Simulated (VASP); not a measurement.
**BaTiO3: single point with r2SCAN**

The system is BaTiO3.

```
CELL_PARAMETERS angstrom
4.03190 0.00000 0.00000
0.00000 4.03190 0.00000
0.00000 0.00000 4.11238
ATOMIC_POSITIONS crystal
Ba 0.00000 0.00000 0.99261
Ti 0.50000 0.50000 0.47453
O 0.50000 0.50000 0.03157
O 0.50000 0.00000 0.51464
O 0.00000 0.50000 0.51464
```

This cell differs from its parent crystal: strain +0.0150 x Voigt [1, 1, 0, 0, 0, 0].

| Quantity | Value |
| --- | --- |
| Program | VASP 6.6.1 |
| Task | single point |
| Functional | r2SCAN |
| Potentials or basis | VASP PAW PBE potentials, release 64 (Ba_sv, Ti_sv, O) |
| Cutoff | 520 eV |
| k mesh | 8 × 8 × 8 |
| Occupations | gaussian, width 0.05 eV |
| Spin | no spin polarisation |
| Dipole correction | no |
| Further INCAR settings | ALGO = Normal; EDIFF = 1e-06; NBANDS = 28 |

The pressure is -3.1 GPa. The largest force is 0.107 eV/Å and the band gap on the k mesh is 2.14 eV (least direct gap 2.62 eV).

Forces on the atoms (eV/Å):
```
Ba   0.000  0.000  0.017
Ti   0.000  0.000  0.107
O    0.000  0.000 -0.038
O    0.000  0.000 -0.043
O    0.000  0.000 -0.043
```

Stress tensor (GPa, compression positive):
```
-4.08  0.00  0.00
 0.00 -4.08  0.00
 0.00  0.00 -1.14
```

Levels at points of the mesh, in eV from the valence-band top:
```tsv
k point	band 16	band 17	band 18	band 19	band 20	band 21	band 22	band 23	band 24	band 25
(0.00, 0.00, 0.00)	-1.58	-1.21	-0.70	-0.48	-0.48	2.14	2.63	2.63	4.13	4.43
(0.50, 0.00, 0.00)	-1.90	-1.83	-1.63	-1.36	-1.19	2.72	3.72	3.81	4.30	5.85
(0.50, 0.50, 0.00)	-2.79	-2.02	-1.19	-1.19	-0.08	3.84	3.84	4.19	4.67	7.70
(0.00, 0.00, 0.50)	-2.18	-1.96	-1.93	-0.75	-0.75	2.28	3.84	3.84	4.12	6.20
(0.50, 0.00, 0.50)	-2.56	-1.85	-1.04	-0.99	-0.37	3.75	3.85	4.14	4.97	7.60
(0.50, 0.50, 0.50)	-2.64	-2.55	-0.29	-0.29	0.00	4.36	4.36	4.37	6.68	7.11
```

Run time: 4.8 min on 1 thread of Intel(R) Xeon(R) Platinum 8488C (Sapphire Rapids) (shared host), peak memory 0.27 GiB.

Caveat: the cell differs from its parent crystal (strain +0.0150 x Voigt [1, 1, 0, 0, 0, 0]); the cell stands under tension; the PAW data sets were made with another functional, which shifts forces and pressure a little; spin-orbit coupling is left out, which moves the levels of the heavy elements. A k mesh can miss the band edges.
